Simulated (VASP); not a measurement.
# Pt (Im-3m) in VASP: further runs

The runs below take Pt through density of states, with PBE.

All numbers are computed with VASP 6.6.1; they aren't measurements. Logs are shortened: lines on timing, memory, paths and dates and some standing lists are left out, and cuts for length are marked.

## (1) The cell of the first run

It takes space group Im-3m (No. 229, cubic). The conventional cell has a = 3.164 Å, b = 3.164 Å, c = 3.164 Å, α = 90.00°, β = 90.00°, γ = 90.00°. Within 3.6 Å of Pt (site symmetry m-3m) lie 14 Pt at 2.74 to 3.16 Å.

## (2) Density of states, PBE

Input file POSCAR:

```
Pt
1.0
   -1.5820589383      1.5820589383      1.5820589383
    1.5820589383     -1.5820589383      1.5820589383
    1.5820589383      1.5820589383     -1.5820589383
Pt
1
Direct
    0.0000000000      0.0000000000      0.0000000000
```

Input file INCAR.step1:

```
SYSTEM = Pt
PREC     = Accurate       ! precision mode
ENCUT    = 520            ! plane-wave cutoff, eV
EDIFF    = 1E-6           ! SCF threshold, eV
ISMEAR   = -1             ! smearing method
SIGMA    = 0.08           ! smearing width, eV
LREAL    = .False.        ! projectors in reciprocal space
LASPH    = .True.         ! aspherical terms in the spheres
NELM     = 80             ! most SCF steps
ALGO     = Normal         ! electronic algorithm
ISIF     = 2              ! what is computed and relaxed
LWAVE    = .False.        ! write WAVECAR
LCHARG   = .True.         ! write CHGCAR
LMAXMIX  = 4              ! l up to which the mixer works
GGA      = PE             ! functional
NBANDS   = 11             ! bands
```

Input file KPOINTS.step1:

```
Automatic mesh
0
Gamma
  17 17 17
  0 0 0
```

Input file INCAR.step2:

```
SYSTEM = Pt
PREC     = Accurate       ! precision mode
ENCUT    = 520            ! plane-wave cutoff, eV
EDIFF    = 1E-6           ! SCF threshold, eV
ISMEAR   = -5             ! smearing method
SIGMA    = 0.08           ! smearing width, eV
LREAL    = .False.        ! projectors in reciprocal space
LASPH    = .True.         ! aspherical terms in the spheres
NELM     = 80             ! most SCF steps
ALGO     = Normal         ! electronic algorithm
ISIF     = 2              ! what is computed and relaxed
LWAVE    = .False.        ! write WAVECAR
LCHARG   = .False.        ! write CHGCAR
LMAXMIX  = 4              ! l up to which the mixer works
GGA      = PE             ! functional
LORBIT   = 10             ! projections on sites
NEDOS    = 1001           ! points of the DOS
ICHARG   = 11             ! starting density
```

Input file KPOINTS.step2:

```
Automatic mesh
0
Gamma
  26 26 26
  0 0 0
```

Potentials or basis: VASP PAW PBE potentials, release 64 (Pt).

Started as:

```bash
cat potpaw_PBE.64/Pt/POTCAR > POTCAR
cp INCAR.step1 INCAR
cp KPOINTS.step1 KPOINTS
mpirun -np 1 vasp_std > vasp.out
cp INCAR.step2 INCAR
cp KPOINTS.step2 KPOINTS
mpirun -np 1 vasp_std > vasp.out
```

OUTCAR:

```text
SYSTEM = Pt
   PREC = Accurate
   ENCUT = 520
   EDIFF = 1E-6
   ISMEAR = -5
   LREAL = .False.
   LASPH = .True.
   NELM = 80
   ISIF = 2
   GGA = PE
   LORBIT = 10
   ICHARG = 11

 ion  position               nearest neighbor table
   1  0.000  0.000  0.000-

  LATTYP: Found a body centered cubic cell.
 ALAT       =     3.1641178766

  Lattice vectors:

 A1 = (  -1.5820589383,   1.5820589383,   1.5820589383)
 A2 = (   1.5820589383,  -1.5820589383,   1.5820589383)
 A3 = (   1.5820589383,   1.5820589383,  -1.5820589383)

Analysis of symmetry for initial positions (statically):
=====================================================================
 Subroutine PRICEL returns:
 Original cell was already a primitive cell.

 Routine SETGRP: Setting up the symmetry group for a
 body centered cubic supercell.

 Subroutine GETGRP returns: Found 48 space group operations
 (whereof 48 operations were pure point group operations)
 out of a pool of 48 trial point group operations.

The static configuration has the point symmetry O_h .

Analysis of symmetry for dynamics (positions and initial velocities):
=====================================================================
 Subroutine PRICEL returns:
 Original cell was already a primitive cell.

 Routine SETGRP: Setting up the symmetry group for a
 body centered cubic supercell.

 Subroutine GETGRP returns: Found 48 space group operations
 (whereof 48 operations were pure point group operations)
 out of a pool of 48 trial point group operations.

The dynamic configuration has the point symmetry O_h .

 Subroutine INISYM returns: Found 48 space group operations
 (whereof 48 operations are pure point group operations),
 and found     1 'primitive' translations

----------------------------------------------------------------------------------------

                                     Primitive cell

  volume of cell :      15.8390

  direct lattice vectors                    reciprocal lattice vectors
    -1.582058938  1.582058938  1.582058938     0.000000000  0.316043851  0.316043851
     1.582058938 -1.582058938  1.582058938     0.316043851  0.000000000  0.316043851
     1.582058938  1.582058938 -1.582058938     0.316043851  0.316043851  0.000000000

  length of vectors
     2.740206462  2.740206462  2.740206462     0.446953501  0.446953501  0.446953501

  position of ions in fractional coordinates (direct lattice)
     0.000000000  0.000000000  0.000000000

  ion indices of the primitive-cell ions
   primitive index   ion index
                 1           1

----------------------------------------------------------------------------------------

 KPOINTS: Automatic mesh

Automatic generation of k-mesh.
 Grid dimensions read from file:
 generate k-points for:   26   26   26

 Generating k-lattice:

  Cartesian coordinates                     Fractional coordinates (reciprocal lattice)
     0.000000000  0.012155533  0.012155533     0.038461538  0.000000000  0.000000000
     0.012155533  0.000000000  0.012155533     0.000000000  0.038461538  0.000000000
     0.012155533  0.012155533  0.000000000     0.000000000  0.000000000  0.038461538

  Length of vectors
     0.017190519  0.017190519  0.017190519

  Shift w.r.t. Gamma in fractional coordinates (k-lattice)
     0.000000000  0.000000000  0.000000000

 TETIRR: Found  21036 inequivalent tetrahedra from   105456

 Subroutine IBZKPT returns following result:
 ===========================================

 Found    511 irreducible k-points:

 Following reciprocal coordinates:
            Coordinates               Weight
  0.000000  0.000000  0.000000      1.000000
  0.038462  0.000000  0.000000     12.000000
  0.076923  0.000000  0.000000     12.000000
  0.115385  0.000000  0.000000     12.000000
  0.153846  0.000000  0.000000     12.000000
  0.192308  0.000000  0.000000     12.000000
[... 16 lines left out ...]
  0.346154  0.038462 -0.000000     48.000000
  0.384615  0.038462  0.000000     48.000000
 [... further k-points ...]
   k-points           NKPTS =    511   k-points in BZ     NKDIM =    511   number of bands    NBANDS=      9
   number of dos      NEDOS =   1001   number of ions     NIONS =      1
   total plane-waves  NPLWV =   8000
   dimension x,y,z NGX =    20 NGY =   20 NGZ =   20
   dimension x,y,z NGXF=    40 NGYF=   40 NGZF=   40
   ions per type =               1
   NGX,Y,Z   is equivalent  to a cutoff of  12.13, 12.13, 12.13 a.u.
   NGXF,Y,Z  is equivalent  to a cutoff of  24.27, 24.27, 24.27 a.u.
 SYSTEM =  Pt
   PREC   = accura    normal or accurate (medium, high low for compatibility)
   ISTART =      0    job   : 0-new  1-cont  2-samecut
   ICHARG =     11    charge: 1-file 2-atom 10-const
   ISPIN  =      1    spin polarized calculation?
   LNONCOLLINEAR =      F non collinear calculations
   LSORBIT =      F    spin-orbit coupling
   LASPH  =      T    aspherical Exc in radial PAW
   ENCUT  =  520.0 eV  38.22 Ry    6.18 a.u.   5.09  5.09  5.09*2*pi/ulx,y,z
   NELM   =     80;   NELMIN=  2; NELMDL=  0     # of ELM steps
   EDIFF  = 0.1E-05   stopping-criterion for ELM
   LREAL  =      F    real-space projection
[... 7 lines left out ...]
   TEBEG  =    0.0;   TEEND  =   0.0 temperature during run
   PSTRESS=    0.0 pullay stress
   NELECT =      10.0000    total number of electrons
   NUPDOWN=      -1.0000    fix difference up-down
   EMIN   =  10.00;   EMAX   =-10.00  energy-range for DOS
   EFERMI =   0.00;   METHOD = LEGACY
   ISMEAR =    -5;   SIGMA  =   0.08  broadening in eV -4-tet -1-fermi 0-gaus
   EFERMI_NEDOS =   21; number of points for ismear=-14 and -15
   IALGO  =     38    algorithm
   IMIX   =      4    mixing-type and parameters
     AMIX     =   0.40;   BMIX     =  1.00
     AMIX_MAG =   1.60;   BMIX_MAG =  1.00
  volume/ion in A,a.u.               =      15.84       106.89
  Fermi-wavevector in a.u.,A,eV,Ry     =   1.404426  2.653980 26.836297  1.972412
  Thomas-Fermi vector in A             =   2.526989
   LORBIT       =     10    0 simple, 1 ext, 2 COOP (PROOUT), +10 PAW based schemes
   GGA     = PE    functional components
   LHFCALC =     F    Hartree Fock is set to
   AEXX    =    0.0000 exact exchange contribution
   IVDW    =     0    specifies the selected vdW correction
   LEPSILON=     F    determine dielectric tensor
   LRPA    =     F    only Hartree local field effects (RPA)
 non-spin polarized calculation
 Fermi weights with tetrahedron method with Bloechl corrections
  energy-cutoff  :      520.00
  volume of cell :       15.84
 maximum number of plane-waves:       440

 number of electron      10.0000000 magnetization

 Free energy of the ion-electron system (eV)
  ---------------------------------------------------
  ext. energy  EPLUGINS =         0.00000000
  ---------------------------------------------------
  free energy    TOTEN  =        -6.00278211 eV

  energy without entropy =       -6.00278211  energy(sigma->0) =       -6.00278211

 E-fermi :  10.1588     XC(G=0): -13.1889

 val. band max:       10.1873246860   @ k =  -0.4615   0.5000   0.4231
 cond. band min:      10.0777246148   @ k =  -0.4231  -0.4231   0.2692
 fundamental gap:     -0.1096000711
 Fermi energy:        10.1588219421

 k-point     1 :       0.0000    0.0000    0.0000
  band No.  band energies     occupation
      1       0.6848      2.00000
      2       6.6933      2.00000
      3       6.6933      2.00000
      4       6.6933      2.00000
      5       9.1631      2.00000
      6       9.1631      2.00000
      7      27.2550      0.00000
      8      27.2550      0.00000
      9      27.2550      0.00000

 k-point     2 :       0.0385    0.0000    0.0000
  band No.  band energies     occupation
      1       0.7453      2.00000
      2       6.6695      2.00000
      3       6.6936      2.00000
      4       6.7413      2.00000
      5       9.1314      2.00000
      6       9.1646      2.00000
      7      27.2856      0.00000
      8      27.3071      0.00000
      9      27.3436      0.00000

 k-point     3 :       0.0769    0.0000    0.0000
  band No.  band energies     occupation
      1       0.9243      2.00000
      2       6.6002      2.00000
      3       6.6926      2.00000
      4       6.8846      2.00000
      5       9.0455      2.00000
      6       9.1696      2.00000
      7      27.3586      0.00000
      8      27.4291      0.00000
      9      27.6063      0.00000

 k-point     4 :       0.1154    0.0000    0.0000
  band No.  band energies     occupation
      1       1.2146      2.00000
      2       6.4912      2.00000
      3       6.6857      2.00000
      4       7.1197      2.00000
      5       8.9309      2.00000
      6       9.1790      2.00000
      7      27.4126      0.00000
      8      27.5027      0.00000
      9      28.0342      0.00000
[... 205 lines left out ...]
 k-point    22 :       0.3077    0.0385   -0.0000
  band No.  band energies     occupation
      1       3.5064      2.00000
      2       5.6281      2.00000
      3       7.3030      2.00000
      4       8.8582      2.00000
      5       9.3744      2.00000
      6       9.7411      2.08268
      7      21.4557      0.00000
      8      24.9162      0.00000
      9      28.7372      0.00000

 k-point    23 :       0.3462    0.0385   -0.0000
  band No.  band energies     occupation
      1       3.6362      2.00000
      2       5.5000      2.00000
      3       7.8954      2.00000
      4       8.9840      2.00000
      5       9.4331      2.00000
      6      10.2916      0.32036
      7      19.8938      0.00000
      8      24.3623      0.00000
      9      27.7101      0.00000

 k-point    24 :       0.3846    0.0385    0.0000
  band No.  band energies     occupation
      1       3.6726      2.00000
      2       5.3992      2.00000
      3       8.4987      2.00000
      4       9.1446      2.00000
      5       9.5532      2.02488
      6      10.7966     -0.00971
      7      18.4535      0.00000
      8      23.9229      0.00000
      9      26.8439      0.00000

 [... further k-points ...]

------------------------ aborting loop because EDIFF is reached ----------------------------------------

  FORCE on cell =-STRESS in cart. coord.  units (eV):
  Direction    XX          YY          ZZ          XY          YZ          ZX
  --------------------------------------------------------------------------------------
  -------------------------------------------------------------------------------------
  Total       -0.0875569     -0.0875569     -0.0875569     -0.0000000     -0.0000000      0.0000000
  in kB       -8.8567266     -8.8567266     -8.8567266     -0.0000000     -0.0000000      0.0000000
  external PRESSURE =      -8.8567266 kB  Pullay stress =       0.0000000 kB

 VOLUME and BASIS-vectors are now :
 -----------------------------------------------------------------------------
  energy-cutoff  :      520.00
  volume of cell :       15.84
      direct lattice vectors                 reciprocal lattice vectors
    -1.582058938  1.582058938  1.582058938     0.000000000  0.316043851  0.316043851
     1.582058938 -1.582058938  1.582058938     0.316043851  0.000000000  0.316043851
     1.582058938  1.582058938 -1.582058938     0.316043851  0.316043851  0.000000000

 POSITION                                       TOTAL-FORCE (eV/Angst)
 -----------------------------------------------------------------------------------
      0.00000      0.00000      0.00000         0.000000      0.000000     -0.000000
 -----------------------------------------------------------------------------------
    total drift:                                0.000000      0.000000      0.000000

  FREE ENERGIE OF THE ION-ELECTRON SYSTEM (eV)
  ---------------------------------------------------
  free  energy   TOTEN  =        -6.0027821120 eV

  energy  without entropy=       -6.0027821120  energy(sigma->0) =       -6.00278211

 total charge

# of ion       s       p       d       tot
------------------------------------------
    1        0.620   0.532   8.042   9.194
```

It took 36 s on 1 thread of Intel Xeon Platinum 8375C at 2.90GHz (Ice Lake), shared host; peak memory 0.22 GiB.

What came out:

| Quantity | Value |
| --- | --- |
| Valence electrons inside the program's atomic spheres | Pt 9.19 |

Caveat: spin-orbit coupling is left out, which moves the levels of the heavy elements; tetrahedron occupations give inexact forces and stress in metals.

## (3) Density of states, PBE (volume scaled by 0.78)

Input file POSCAR:

```
Pt
1.0
   -1.4563112116      1.4563112116      1.4563112116
    1.4563112116     -1.4563112116      1.4563112116
    1.4563112116      1.4563112116     -1.4563112116
Pt
1
Direct
    0.0000000000      0.0000000000      0.0000000000
```

Input file INCAR.step1:

```
ALGO = Normal ; EDIFF = 1E-6
ENCUT = 520 ; GGA = PE
ISIF = 2 ; ISMEAR = -1
LASPH = T ; LCHARG = T
LMAXMIX = 4 ; LREAL = F
LWAVE = F ; NBANDS = 11
NELM = 60 ; PREC = Accurate
SIGMA = 0.08
```

Input file KPOINTS.step1:

```
k-points
0
Gamma
  17 17 17
```

Input file INCAR.step2:

```
ALGO = Normal ; EDIFF = 1E-6
ENCUT = 520 ; GGA = PE
ICHARG = 11 ; ISIF = 2
ISMEAR = -5 ; LASPH = T
LCHARG = F ; LMAXMIX = 4
LORBIT = 10 ; LREAL = F
LWAVE = F ; NEDOS = 1001
NELM = 60 ; PREC = Accurate
SIGMA = 0.08
```

Input file KPOINTS.step2:

```
k-points
0
Gamma
  26 26 26
```

Potentials or basis: VASP PAW PBE potentials, release 64 (Pt).

Started as:

```bash
cat potpaw_PBE.64/Pt/POTCAR > POTCAR
cp INCAR.step1 INCAR
cp KPOINTS.step1 KPOINTS
mpirun -np 1 vasp_std > vasp.out
cp INCAR.step2 INCAR
cp KPOINTS.step2 KPOINTS
mpirun -np 1 vasp_std > vasp.out
```

It took 30 s on 1 thread of Intel Xeon 6975P-C (Granite Rapids), shared host; peak memory 0.21 GiB.

The run converged. Its results:

```
Valence electrons inside the program's atomic spheres : Pt 9.98
```

Levels at points of the mesh, in eV from the Fermi level:
```
           k point  band 2  band 3  band 4  band 5  band 6  band 7  band 8  band 9
(0.00, 0.00, 0.00)   -5.06   -5.06   -5.06   -1.53   -1.53   16.69   16.69   16.69
(0.50, 0.00, 0.00)   -7.16   -1.70   -0.94   -0.50    1.71    8.79   12.99   18.04
(0.50, 0.50, 0.50)   -8.99    0.88    0.88    0.88    8.28    8.28    8.28   16.77
```

Caveat: spin-orbit coupling is left out, which moves the levels of the heavy elements; tetrahedron occupations give inexact forces and stress in metals.
